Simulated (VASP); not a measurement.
# Co (I4_1/amd) in VASP: single point with LDA

Aim: the single point of Co with LDA.

Program: VASP 6.6.1. These are calculated values, not measurements. Logs are shortened: lines on timing, memory, paths and dates and some standing lists are left out, and cuts for length are marked.

## (1) The cell of the first run

Symmetry: I4_1/amd, No. 141, tetragonal system. Conventional cell: a = 4.079 Å, b = 4.079 Å, c = 2.305 Å, α = 90.00°, β = 90.00°, γ = 90.00°. Co (site symmetry -4m2) has 10 Co at 2.12 to 2.67 Å within 2.8 Å.

## (2) Single point, LDA, collinear spin, ferromagnetic start

INCAR

```
PREC = Accurate
ENCUT = 520
EDIFF = 1E-7
ISMEAR = -1
SIGMA = 0.08
LREAL = F
LASPH = T
NELM = 150
ALGO = Normal
ISIF = 2
LWAVE = F
LCHARG = F
ISPIN = 2
MAGMOM = 1.7 1.7
LORBIT = 11
LMAXMIX = 4
GGA = CA
NBANDS = 20
```

KPOINTS

```
Automatic mesh
0
Gamma
  19 19 19
```

POSCAR

```
Co
1.0
   -2.0392889058      2.0392889058      1.1523194968
    2.0392889058     -2.0392889058      1.1523194968
    2.0392889058      2.0392889058     -1.1523194968
Co
2
Direct
   -0.3750000000     -0.1250000000     -0.2500000000
    0.3750000000      0.1250000000      0.2500000000
```

Potentials or basis: VASP PAW LDA potentials, release 64 (Co).

Launch:

```
$ cat potpaw_LDA.64/Co/POTCAR > POTCAR
$ mpirun -np 1 vasp_std > vasp.out
```

OUTCAR:

```text
PREC = Accurate
   ENCUT = 520
   EDIFF = 1E-7
   ISMEAR = -1
   LREAL = F
   LASPH = T
   NELM = 150
   ISIF = 2
   ISPIN = 2
   LORBIT = 11
   GGA = CA

 ion  position               nearest neighbor table
   1  0.625  0.875  0.750-   2 2.12   2 2.12   2 2.12   2 2.12   2 2.67   2 2.67   2 2.67   2 2.67

   2  0.375  0.125  0.250-   1 2.12   1 2.12   1 2.12   1 2.12   1 2.67   1 2.67   1 2.67   1 2.67

  LATTYP: Found a body centered tetragonal cell.
 ALAT       =     4.0785778116
 C/A-ratio  =     0.5650594644

  Lattice vectors:

 A1 = (  -2.0392889058,   2.0392889058,   1.1523194968)
 A2 = (   2.0392889058,  -2.0392889058,   1.1523194968)
 A3 = (   2.0392889058,   2.0392889058,  -1.1523194968)

Analysis of symmetry for initial positions (statically):
=====================================================================
 Subroutine PRICEL returns:
 Original cell was already a primitive cell.

 Routine SETGRP: Setting up the symmetry group for a
 body centered tetragonal supercell.

 Subroutine GETGRP returns: Found 16 space group operations
 (whereof  4 operations were pure point group operations)
 out of a pool of 16 trial point group operations.

The static configuration has the point symmetry C_2h.
 The point group associated with its full space group is D_4h.

Analysis of symmetry for dynamics (positions and initial velocities):
=====================================================================
 Subroutine PRICEL returns:
 Original cell was already a primitive cell.

 Routine SETGRP: Setting up the symmetry group for a
 body centered tetragonal supercell.

 Subroutine GETGRP returns: Found 16 space group operations
 (whereof  4 operations were pure point group operations)
 out of a pool of 16 trial point group operations.

The dynamic configuration has the point symmetry C_2h.
 The point group associated with its full space group is D_4h.

Analysis of structural, dynamic, and magnetic symmetry:
=====================================================================
 Subroutine PRICEL returns:
 Original cell was already a primitive cell.

 Routine SETGRP: Setting up the symmetry group for a
 body centered tetragonal supercell.

 Subroutine GETGRP returns: Found 16 space group operations
 (whereof  4 operations were pure point group operations)
 out of a pool of 16 trial point group operations.

The overall configuration has the point symmetry C_2h.
 The point group associated with its full space group is D_4h.

 Subroutine INISYM returns: Found 16 space group operations
 (whereof  4 operations are pure point group operations),
 and found     1 'primitive' translations

----------------------------------------------------------------------------------------

                                     Primitive cell

  volume of cell :      19.1686

  direct lattice vectors                    reciprocal lattice vectors
    -2.039288906  2.039288906  1.152319497     0.000000000  0.245183504  0.433907437
     2.039288906 -2.039288906  1.152319497     0.245183504  0.000000000  0.433907437
     2.039288906  2.039288906 -1.152319497     0.245183504  0.245183504  0.000000000

  length of vectors
     3.105678461  3.105678461  3.105678461     0.498388017  0.498388017  0.346741837

  position of ions in fractional coordinates (direct lattice)
     0.625000000  0.875000000  0.750000000
     0.375000000  0.125000000  0.250000000

  ion indices of the primitive-cell ions
   primitive index   ion index
                 1           1
                 2           2

----------------------------------------------------------------------------------------

 KPOINTS: Automatic mesh

Automatic generation of k-mesh.
 Grid dimensions read from file:
 generate k-points for:   19   19   19

 Generating k-lattice:

  Cartesian coordinates                     Fractional coordinates (reciprocal lattice)
     0.000000000  0.012904395  0.022837234     0.052631579 -0.000000000  0.000000000
     0.012904395  0.000000000  0.022837234    -0.000000000  0.052631579  0.000000000
     0.012904395  0.012904395  0.000000000     0.000000000  0.000000000  0.052631579

  Length of vectors
     0.026230948  0.026230948  0.018249570

  Shift w.r.t. Gamma in fractional coordinates (k-lattice)
     0.000000000  0.000000000  0.000000000

 Subroutine IBZKPT returns following result:
 ===========================================

 Found    550 irreducible k-points:

 Following reciprocal coordinates:
            Coordinates               Weight
  0.000000  0.000000  0.000000      1.000000
  0.052632 -0.000000  0.000000      8.000000
  0.105263 -0.000000  0.000000      8.000000
  0.157895  0.000000  0.000000      8.000000
  0.210526 -0.000000  0.000000      8.000000
  0.263158 -0.000000  0.000000      8.000000
[... 16 lines left out ...]
 -0.315789  0.052632 -0.000000     16.000000
 -0.263158  0.052632 -0.000000     16.000000
 [... further k-points ...]
   k-points           NKPTS =    550   k-points in BZ     NKDIM =    550   number of bands    NBANDS=     20
   number of dos      NEDOS =    301   number of ions     NIONS =      2
   total plane-waves  NPLWV =  13824
   dimension x,y,z NGX =    24 NGY =   24 NGZ =   24
   dimension x,y,z NGXF=    48 NGYF=   48 NGZF=   48
   ions per type =               2
   NGX,Y,Z   is equivalent  to a cutoff of  12.85, 12.85, 12.85 a.u.
   NGXF,Y,Z  is equivalent  to a cutoff of  25.69, 25.69, 25.69 a.u.
 SYSTEM =  unknown system
   PREC   = accura    normal or accurate (medium, high low for compatibility)
   ISTART =      0    job   : 0-new  1-cont  2-samecut
   ICHARG =      2    charge: 1-file 2-atom 10-const
   ISPIN  =      2    spin polarized calculation?
   LNONCOLLINEAR =      F non collinear calculations
   LSORBIT =      F    spin-orbit coupling
   LASPH  =      T    aspherical Exc in radial PAW
   ENCUT  =  520.0 eV  38.22 Ry    6.18 a.u.   5.77  5.77  5.77*2*pi/ulx,y,z
   NELM   =    150;   NELMIN=  2; NELMDL= -5     # of ELM steps
   EDIFF  = 0.1E-06   stopping-criterion for ELM
   LREAL  =      F    real-space projection
   EDIFFG = 0.1E-05   stopping-criterion for IOM
   NSW    =      0    number of steps for IOM
   IBRION =     -1    ionic relax: 0-MD 1-quasi-New 2-CG
   NFREE  =      0    steps in history (QN), initial steepest desc. (CG)
   ISIF   =      2    stress and relaxation
   ISYM   =      2    0-nonsym 1-usesym 2-fastsym
   POTIM  = 0.5000    time-step for ionic-motion
   TEBEG  =    0.0;   TEEND  =   0.0 temperature during run
   PSTRESS=    0.0 pullay stress
   NELECT =      18.0000    total number of electrons
   NUPDOWN=      -1.0000    fix difference up-down
   EMIN   =  10.00;   EMAX   =-10.00  energy-range for DOS
   EFERMI =   0.00;   METHOD = LEGACY
   ISMEAR =    -1;   SIGMA  =   0.08  broadening in eV -4-tet -1-fermi 0-gaus
   EFERMI_NEDOS =   21; number of points for ismear=-14 and -15
   IALGO  =     38    algorithm
   IMIX   =      4    mixing-type and parameters
     AMIX     =   0.40;   BMIX     =  1.00
     AMIX_MAG =   1.60;   BMIX_MAG =  1.00
  volume/ion in A,a.u.               =       9.58        64.68
  Fermi-wavevector in a.u.,A,eV,Ry     =   1.603130  3.029477 34.967343  2.570027
  Thomas-Fermi vector in A             =   2.699842
   LORBIT       =     11    0 simple, 1 ext, 2 COOP (PROOUT), +10 PAW based schemes
   GGA     = CA    functional components
   LHFCALC =     F    Hartree Fock is set to
   AEXX    =    0.0000 exact exchange contribution
   IVDW    =     0    specifies the selected vdW correction
   LEPSILON=     F    determine dielectric tensor
   LRPA    =     F    only Hartree local field effects (RPA)
 spin polarized calculation
  energy-cutoff  :      520.00
  volume of cell :       19.17
 maximum number of plane-waves:       529
   NGX = 11   NGY = 11   NGZ = 11

 number of electron      18.0000006 magnetization      -0.0022981

 number of electron      18.0000006 magnetization       0.0001964

 Free energy of the ion-electron system (eV)
  ---------------------------------------------------
  ext. energy  EPLUGINS =         0.00000000
  ---------------------------------------------------
  free energy    TOTEN  =       -14.86406536 eV

  energy without entropy =      -14.78680315  energy(sigma->0) =      -14.82543426

 E-fermi :  11.9558     XC(G=0): -14.4187

 val. band max:       11.9511423545   @ k =   0.3684   0.0526   0.0000
 cond. band min:      11.9565916311   @ k =  -0.1579   0.3684   0.1579
 fundamental gap:      0.0054492766
 Fermi energy:        11.9557641619

 spin component 1

 k-point     1 :       0.0000    0.0000    0.0000
  band No.  band energies     occupation
      1       2.3756      1.00000
      2       6.2107      1.00000
      3       7.6800      1.00000
      4       8.4170      1.00000
      5       8.9918      1.00000
      6      11.1948      0.99993
[... 12 lines left out ...]
     19      39.9406      0.00000
     20      40.8220      0.00000
[... 507 lines left out ...]
 k-point    24 :      -0.2632    0.0526   -0.0000
  band No.  band energies     occupation
      1       4.3300      1.00000
      2       6.9908      1.00000
      3       7.9298      1.00000
      4       8.7562      1.00000
      5       9.4060      1.00000
      6       9.8273      1.00000
[... 12 lines left out ...]
     19      35.4955      0.00000
     20      39.1582      0.00000

 [... further k-points ...]

 spin component 2

 k-point     1 :       0.0000    0.0000    0.0000
  band No.  band energies     occupation
      1       2.3756      1.00000
      2       6.2107      1.00000
      3       7.6800      1.00000
      4       8.4170      1.00000
      5       8.9919      1.00000
      6      11.1948      0.99993
[... 12 lines left out ...]
     19      39.9407      0.00000
     20      40.8142      0.00000
[... 507 lines left out ...]
 k-point    24 :      -0.2632    0.0526   -0.0000
  band No.  band energies     occupation
      1       4.3300      1.00000
      2       6.9909      1.00000
      3       7.9299      1.00000
      4       8.7563      1.00000
      5       9.4061      1.00000
      6       9.8274      1.00000
[... 12 lines left out ...]
     19      35.4956      0.00000
     20      39.1582      0.00000

 [... further k-points ...]

------------------------ aborting loop because EDIFF is reached ----------------------------------------

  FORCE on cell =-STRESS in cart. coord.  units (eV):
  Direction    XX          YY          ZZ          XY          YZ          ZX
  --------------------------------------------------------------------------------------
  -------------------------------------------------------------------------------------
  Total        3.2387015      3.2387015      3.3479010     -0.0000000     -0.0000000      0.0000000
  in kB      270.7017664    270.7017664    279.8290354     -0.0000000     -0.0000000      0.0000000
  external PRESSURE =     273.7441894 kB  Pullay stress =       0.0000000 kB

 VOLUME and BASIS-vectors are now :
 -----------------------------------------------------------------------------
  energy-cutoff  :      520.00
  volume of cell :       19.17
      direct lattice vectors                 reciprocal lattice vectors
    -2.039288906  2.039288906  1.152319497     0.000000000  0.245183504  0.433907437
     2.039288906 -2.039288906  1.152319497     0.245183504  0.000000000  0.433907437
     2.039288906  2.039288906 -1.152319497     0.245183504  0.245183504  0.000000000

 POSITION                                       TOTAL-FORCE (eV/Angst)
 -----------------------------------------------------------------------------------
      2.03929      1.01964      0.86424         0.000000     -0.000000     -0.000000
     -0.00000      1.01964      0.28808        -0.000000      0.000000      0.000000
 -----------------------------------------------------------------------------------
    total drift:                               -0.000000      0.000000      0.000000

  FREE ENERGIE OF THE ION-ELECTRON SYSTEM (eV)
  ---------------------------------------------------
  free  energy   TOTEN  =       -14.8640653642 eV

  energy  without entropy=      -14.7868031485  energy(sigma->0) =      -14.82543426

 total charge

# of ion       s       p       d       tot
------------------------------------------
    1        0.578   0.617   7.499   8.695
    2        0.578   0.617   7.499   8.695
--------------------------------------------------
tot          1.156   1.235  14.999  17.389

 magnetization (x)

# of ion       s       p       d       tot
------------------------------------------
    1        0.000  -0.000   0.000   0.000
    2        0.000  -0.000   0.000   0.000
--------------------------------------------------
tot          0.000  -0.000   0.000   0.000
```

It took 4.5 min on 1 thread of Intel Xeon Platinum 8488C (Sapphire Rapids), shared host; peak memory 0.37 GiB.

What came out:

* Free energy: -14.8641 eV
* Pressure: 27.4 GPa
* Band gap on the k mesh: zero (filled and empty bands overlap)
* Net moment: 0.00 μB per cell
* Valence electrons inside the program's atomic spheres: Co 8.70

Levels at points of the mesh, in eV from the Fermi level:
Spin up:
| k point | band 6 | band 7 | band 8 | band 9 | band 10 | band 11 | band 12 | band 13 |
| --- | --- | --- | --- | --- | --- | --- | --- | --- |
| (0.00, 0.00, 0.00) | -0.76 | -0.76 | -0.70 | -0.70 | 0.76 | 1.47 | 7.90 | 7.90 |
Spin down:
| k point | band 5 | band 6 | band 7 | band 8 | band 9 | band 10 | band 11 | band 12 | band 13 | band 14 |
| --- | --- | --- | --- | --- | --- | --- | --- | --- | --- | --- |
| (0.00, 0.00, 0.00) | -2.96 | -0.76 | -0.76 | -0.70 | -0.70 | 0.76 | 1.47 | 7.90 | 7.90 | 14.97 |

Caveat: the cell stands under pressure; the moments typed at the start vanished in this run.
